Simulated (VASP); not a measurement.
# BaO (gw) (Fm-3m) in VASP: G0W0 quasiparticle levels with PBEsol

Aim: the G0W0 quasiparticle levels of BaO (gw) with PBEsol.

Everything below comes from runs of VASP 6.6.1. Logs are shortened: lines on timing, memory, paths and dates and some standing lists are left out, and cuts for length are marked.

### 1 The cell of the first run

It takes space group Fm-3m (No. 225, cubic). The conventional cell has a = 5.490 Å, b = 5.490 Å, c = 5.490 Å, α = 90.00°, β = 90.00°, γ = 90.00°. Ba (site symmetry m-3m) has 6 O at 2.75 Å within 3.6 Å. O (site symmetry m-3m) has 6 Ba at 2.75 Å within 3.6 Å.

### 2 G0W0 quasiparticle levels, PBEsol

POSCAR reads:

```
BaO
1.0
    0.0000000000      2.7450625122      2.7450625122
    2.7450625122      0.0000000000      2.7450625122
    2.7450625122      2.7450625122      0.0000000000
Ba O
1 1
Direct
    0.0000000000      0.0000000000      0.0000000000
    0.5000000000      0.5000000000      0.5000000000
```

INCAR.step1 reads:

```
SYSTEM = BaO
PREC = Accurate
ENCUT = 500
EDIFF = 1E-8
ISMEAR = 0
SIGMA = 0.01
LREAL = .FALSE.
LASPH = .TRUE.
NELM = 60
ALGO = Normal
LWAVE = .TRUE.
LCHARG = .FALSE.
GGA = PS
```

INCAR.step2 reads:

```
SYSTEM = BaO
PREC = Accurate
ENCUT = 500
EDIFF = 1E-8
ISMEAR = 0
SIGMA = 0.01
LREAL = .FALSE.
LASPH = .TRUE.
NELM = 1
ALGO = Exact
LWAVE = .TRUE.
LCHARG = .FALSE.
GGA = PS
NBANDS = 101
LOPTICS = .TRUE.
ISTART = 1
```

INCAR.step3 reads:

```
SYSTEM = BaO
PREC = Accurate
ENCUT = 500
EDIFF = 1E-8
ISMEAR = 0
SIGMA = 0.01
LREAL = .FALSE.
LASPH = .TRUE.
ALGO = EVGW0
LWAVE = .FALSE.
LCHARG = .FALSE.
GGA = PS
NELMGW = 1
NBANDS = 101
ENCUTGW = 100.0
NOMEGA = 48
PRECFOCK = Fast
ISTART = 1
NBANDSGW = 16
```

KPOINTS reads:

```
regular mesh
0
G
  4 4 4
  0 0 0
```

Potentials or basis: VASP PAW PBE potentials, release 64 (Ba_sv_GW, O_GW).

Command:

```console
cat potpaw_PBE.64/Ba_sv_GW/POTCAR potpaw_PBE.64/O_GW/POTCAR > POTCAR
cp INCAR.step1 INCAR
mpirun -np 1 vasp_std > vasp.out
cp INCAR.step2 INCAR
mpirun -np 1 vasp_std > vasp.out
cp INCAR.step3 INCAR
mpirun -np 1 vasp_std > vasp.out
```

OUTCAR:

```text
SYSTEM = BaO
   PREC = Accurate
   ENCUT = 500
   EDIFF = 1E-8
   ISMEAR = 0
   LREAL = .FALSE.
   LASPH = .TRUE.
   GGA = PS
   NELMGW = 1
   ENCUTGW = 100.0
   PRECFOCK = Fast
   ISTART = 1

 ion  position               nearest neighbor table
   1  0.000  0.000  0.000-
   2  0.500  0.500  0.500-

  LATTYP: Found a face centered cubic cell.
 ALAT       =     5.4901250244

  Lattice vectors:

 A1 = (   0.0000000000,   2.7450625122,   2.7450625122)
 A2 = (   2.7450625122,   0.0000000000,   2.7450625122)
 A3 = (   2.7450625122,   2.7450625122,   0.0000000000)

Analysis of symmetry for initial positions (statically):
=====================================================================
 Subroutine PRICEL returns:
 Original cell was already a primitive cell.

 Routine SETGRP: Setting up the symmetry group for a
 face centered cubic supercell.

 Subroutine GETGRP returns: Found 48 space group operations
 (whereof 48 operations were pure point group operations)
 out of a pool of 48 trial point group operations.

The static configuration has the point symmetry O_h .

Analysis of symmetry for dynamics (positions and initial velocities):
=====================================================================
 Subroutine PRICEL returns:
 Original cell was already a primitive cell.

 Routine SETGRP: Setting up the symmetry group for a
 face centered cubic supercell.

 Subroutine GETGRP returns: Found 48 space group operations
 (whereof 48 operations were pure point group operations)
 out of a pool of 48 trial point group operations.

The dynamic configuration has the point symmetry O_h .

 Subroutine INISYM returns: Found 48 space group operations
 (whereof 48 operations are pure point group operations),
 and found     1 'primitive' translations

----------------------------------------------------------------------------------------

                                     Primitive cell

  volume of cell :      41.3701

  direct lattice vectors                    reciprocal lattice vectors
     0.000000000  2.745062512  2.745062512    -0.182145214  0.182145214  0.182145214
     2.745062512  0.000000000  2.745062512     0.182145214 -0.182145214  0.182145214
     2.745062512  2.745062512  0.000000000     0.182145214  0.182145214 -0.182145214

  length of vectors
     3.882104634  3.882104634  3.882104634     0.315484766  0.315484766  0.315484766

  position of ions in fractional coordinates (direct lattice)
     0.000000000  0.000000000  0.000000000
     0.500000000  0.500000000  0.500000000

  ion indices of the primitive-cell ions
   primitive index   ion index
                 1           1
                 2           2

----------------------------------------------------------------------------------------

 KPOINTS: regular mesh

Automatic generation of k-mesh.
 Grid dimensions read from file:
 generate k-points for:    4    4    4

 Generating k-lattice:

  Cartesian coordinates                     Fractional coordinates (reciprocal lattice)
    -0.045536304  0.045536304  0.045536304     0.250000000  0.000000000  0.000000000
     0.045536304 -0.045536304  0.045536304     0.000000000  0.250000000  0.000000000
     0.045536304  0.045536304 -0.045536304     0.000000000  0.000000000  0.250000000

  Length of vectors
     0.078871191  0.078871191  0.078871191

  Shift w.r.t. Gamma in fractional coordinates (k-lattice)
     0.000000000  0.000000000  0.000000000

 Subroutine IBZKPT returns following result:
 ===========================================

 Found      8 irreducible k-points:

 Following reciprocal coordinates:
            Coordinates               Weight
  0.000000  0.000000  0.000000      1.000000
  0.250000  0.000000  0.000000      8.000000
  0.500000  0.000000  0.000000      4.000000
  0.250000  0.250000  0.000000      6.000000
  0.500000  0.250000  0.000000     24.000000
 -0.250000  0.250000  0.000000     12.000000
  0.500000  0.500000  0.000000      3.000000
 -0.250000  0.500000  0.250000      6.000000
   k-points           NKPTS =      8   k-points in BZ     NKDIM =     64   number of bands    NBANDS=    101
   number of dos      NEDOS =    301   number of ions     NIONS =      2
   total plane-waves  NPLWV =  21952
   dimension x,y,z NGX =    28 NGY =   28 NGZ =   28
   dimension x,y,z NGXF=    56 NGYF=   56 NGZF=   56
   ions per type =               1   1
   NGX,Y,Z   is equivalent  to a cutoff of  11.99, 11.99, 11.99 a.u.
   NGXF,Y,Z  is equivalent  to a cutoff of  23.98, 23.98, 23.98 a.u.
 SYSTEM =  BaO
   PREC   = accura    normal or accurate (medium, high low for compatibility)
   ISTART =      1    job   : 0-new  1-cont  2-samecut
   ICHARG =      0    charge: 1-file 2-atom 10-const
   ISPIN  =      1    spin polarized calculation?
   LNONCOLLINEAR =      F non collinear calculations
   LSORBIT =      F    spin-orbit coupling
   LASPH  =      T    aspherical Exc in radial PAW
   ENCUT  =  500.0 eV  36.75 Ry    6.06 a.u.   7.08  7.08  7.08*2*pi/ulx,y,z
   NELM   =     60;   NELMIN=  2; NELMDL=  0     # of ELM steps
   EDIFF  = 0.1E-07   stopping-criterion for ELM
   LREAL  =      F    real-space projection
   EDIFFG = 0.1E-06   stopping-criterion for IOM
   NSW    =      0    number of steps for IOM
   IBRION =     -1    ionic relax: 0-MD 1-quasi-New 2-CG
   NFREE  =      0    steps in history (QN), initial steepest desc. (CG)
   ISIF   =      0    stress and relaxation
   ISYM   =      3    0-nonsym 1-usesym 2-fastsym
   POTIM  = 0.5000    time-step for ionic-motion
   TEBEG  =    0.0;   TEEND  =   0.0 temperature during run
   PSTRESS=    0.0 pullay stress
   NELECT =      16.0000    total number of electrons
   NUPDOWN=      -1.0000    fix difference up-down
   EMIN   =  10.00;   EMAX   =-10.00  energy-range for DOS
   EFERMI =   0.00;   METHOD = LEGACY
   ISMEAR =     0;   SIGMA  =   0.01  broadening in eV -4-tet -1-fermi 0-gaus
   EFERMI_NEDOS =   21; number of points for ismear=-14 and -15
   IALGO  =     38    algorithm
   IMIX   =      4    mixing-type and parameters
     AMIX     =   0.40;   BMIX     =  1.00
     AMIX_MAG =   1.60;   BMIX_MAG =  1.00
  volume/ion in A,a.u.               =      20.69       139.59
  Fermi-wavevector in a.u.,A,eV,Ry     =   1.192759  2.253987 19.356645  1.422673
  Thomas-Fermi vector in A             =   2.328789
   LORBIT       =      0    0 simple, 1 ext, 2 COOP (PROOUT), +10 PAW based schemes
   GGA     = PS    functional components
   LHFCALC =     T    Hartree Fock is set to
   PRECFOCK=fast      Normal, Fast or Accurate (Low or Medium for compatibility)
   ENCUT4O =  -1.0   cutoff for four orbital integrals eV
   NKREDX  =     1    reduce k-point grid by
   NKREDY  =     1    reduce k-point grid by
   NKREDZ  =     1    reduce k-point grid by
   AEXX    =    1.0000 exact exchange contribution
   HFSCREEN=    0.0000 screening length (either q_TF or 0.3 A-1)
   HFSCREENC=   0.0000 screening length for correlation (either q_TF or 0.3 A-1)
   ENCUTFOCK=  -1.0 apply spherical cutoff to Coloumb kernel
   IVDW    =     0    specifies the selected vdW correction
   LEPSILON=     F    determine dielectric tensor
   LRPA    =     F    only Hartree local field effects (RPA)
   LRPAFORCE           =     F    calculate RPA forces
   ENCUTGW             = 100.0    cutoff for response function in eV
   ENCUTGWSOFT         =  80.0    soft cutoff for Coulomb kernel in GW response function in eV
   ENCUTLF             =  -1.0    cutoff for local field effects
   NELMGW              =     1    number of iterations in solving QP/BSE equation
   NELMHF              =     1    number of iterations in the inner HF iteration
   NKREDLFX            =     1    NKREDLFY  =   1   NKREDLFZ  =   1
 non-spin polarized calculation
 Gauss-broadening in eV      SIGMA  =   0.01
  energy-cutoff  :      500.00
  volume of cell :       41.37
 maximum number of plane-waves:      1067
  NGX = 16; NGY = 16; NGZ = 16
   NGX = 15   NGY = 15   NGZ = 15
 maximum number of plane-waves:       113
 NGX is ok and might be reduce to    14

 QP shifts <psi_nk| G(iteration)W_0 |psi_nk>: iteration 1
 for sc-GW calculations column KS-energies equals QP-energies in previous step
 and V_xc(KS)=  KS-energies - (<T + V_ion + V_H > + <T+V_H+V_ion>^1  + <V_x>^1)

 k-point   1 :       0.0000    0.0000    0.0000
  band No.  KS-energies  QP-energies   sigma(KS)   V_xc(KS)     V^pw_x(r,r')   Z            occupation Imag(sigma)

      1     -21.3126     -22.1408     -16.2969     -15.0944     -24.4436       0.6887       2.0000       1.4984
      2     -10.5719     -11.9441     -21.4358     -19.2806     -30.6128       0.6367       2.0000       0.8270
      3      -5.7577      -7.0725     -16.0507     -14.3683     -19.3274       0.7815       2.0000       0.2440
      4      -5.7577      -7.0725     -16.0507     -14.3683     -19.3274       0.7815       2.0000       0.2440
      5      -5.7577      -7.0725     -16.0507     -14.3683     -19.3274       0.7815       2.0000       0.2440
      6       3.9021       3.3550     -18.7905     -18.0315     -23.1452       0.7208       2.0000       0.1775
[... 8 lines left out ...]
     15      11.8447      14.0018      -7.4172     -10.1354      -2.1144       0.7935       0.0000      -0.2333
     16      15.0936      19.7594      -9.3653     -15.5281      -3.1403       0.7571       0.0000      -0.2129

 k-point   2 :       0.2500    0.0000    0.0000
  band No.  KS-energies  QP-energies   sigma(KS)   V_xc(KS)     V^pw_x(r,r')   Z            occupation Imag(sigma)

      1     -21.1690     -21.9953     -16.3725     -15.1798     -24.4414       0.6928       2.0000       1.4529
      2     -10.9765     -12.3132     -20.6321     -18.5336     -29.6656       0.6370       2.0000       0.8227
      3      -5.8917      -7.2290     -16.5415     -14.8200     -20.1326       0.7768       2.0000       0.2689
      4      -5.8229      -7.1471     -15.9818     -14.2889     -19.2288       0.7822       2.0000       0.2332
      5      -5.8229      -7.1471     -15.9818     -14.2889     -19.2288       0.7822       2.0000       0.2332
      6       2.9664       2.3128     -16.7889     -15.8864     -20.8033       0.7242       2.0000       0.1970
[... 8 lines left out ...]
     15      13.8321      17.1922      -8.5140     -12.8231      -2.7657       0.7797       0.0000      -0.2402
     16      14.7870      19.2072      -9.1074     -14.8850      -2.9707       0.7651       0.0000      -0.2163

 k-point   3 :       0.5000    0.0000    0.0000
  band No.  KS-energies  QP-energies   sigma(KS)   V_xc(KS)     V^pw_x(r,r')   Z            occupation Imag(sigma)

      1     -21.0168     -21.8361     -16.4541     -15.2757     -24.4403       0.6953       2.0000       1.4007
      2     -11.3840     -12.6894     -19.9075     -17.8564     -28.8417       0.6365       2.0000       0.8438
      3      -6.0091      -7.3675     -16.9719     -15.2135     -20.8451       0.7725       2.0000       0.2976
      4      -5.8853      -7.2206     -15.9211     -14.2149     -19.1369       0.7826       2.0000       0.2236
      5      -5.8853      -7.2206     -15.9211     -14.2149     -19.1369       0.7826       2.0000       0.2236
      6       2.2966       1.5758     -15.7888     -14.7876     -19.7641       0.7198       2.0000       0.2263
[... 74 lines left out ...]
      1     -20.9392     -21.7601     -16.5007     -15.3357     -24.4724       0.7047       2.0000       1.4042
      2     -10.7834     -12.1533     -21.3166     -19.1417     -30.6240       0.6299       2.0000       0.8395
      3      -7.4007      -8.7764     -15.0993     -13.2527     -18.9235       0.7450       2.0000       0.4280
      4      -6.4078      -7.7640     -15.7058     -13.9498     -19.2015       0.7723       2.0000       0.3118
      5      -6.4078      -7.7640     -15.7058     -13.9498     -19.2015       0.7723       2.0000       0.3118
      6       4.1719       3.6423     -18.9879     -18.2606     -23.2218       0.7281       2.0000       0.1672
[... 8 lines left out ...]
     15      14.3334      18.4353      -8.7904     -14.1383      -2.7148       0.7670       0.0000      -0.2205
     16      14.4674      15.7831     -10.2168     -11.8947      -5.3357       0.7842       0.0000      -0.3262

 k-point   8 :      -0.2500    0.5000    0.2500
  band No.  KS-energies  QP-energies   sigma(KS)   V_xc(KS)     V^pw_x(r,r')   Z            occupation Imag(sigma)

      1     -20.9328     -21.7548     -16.5032     -15.3372     -24.4643       0.7050       2.0000       1.3951
      2     -10.9992     -12.3489     -20.8229     -18.6891     -30.0084       0.6325       2.0000       0.8351
      3      -6.9397      -8.3288     -15.3543     -13.5436     -19.0110       0.7672       2.0000       0.3739
      4      -6.9397      -8.3288     -15.3543     -13.5436     -19.0110       0.7672       2.0000       0.3739
      5      -5.8329      -7.1716     -16.3739     -14.6586     -19.8136       0.7805       2.0000       0.2472
      6       2.9518       2.2999     -17.6242     -16.7129     -22.0280       0.7153       2.0000       0.2142
[... 8 lines left out ...]
     15      14.4924      15.8566     -10.1919     -11.9263      -5.3521       0.7865       0.0000      -0.3289
     16      14.8208      17.0262     -10.5451     -13.3984      -5.5197       0.7729       0.0000      -0.2130
```

Wall time 3.6 min (1 thread of Intel Xeon 8259CL, shared host); peak memory 0.39 GiB.

Results:

* Band gap on the k mesh, mean-field level: 1.84 eV, direct
* Quasiparticle gap: 3.04 eV
* Least direct quasiparticle gap: 3.04 eV

Caveat: the k points lie up to 0.50 Å⁻¹ apart; bands, screening cutoff and mesh are small and nothing is extrapolated, so the quasiparticle values aren't converged; spin-orbit coupling is left out, which moves the levels of the heavy elements.
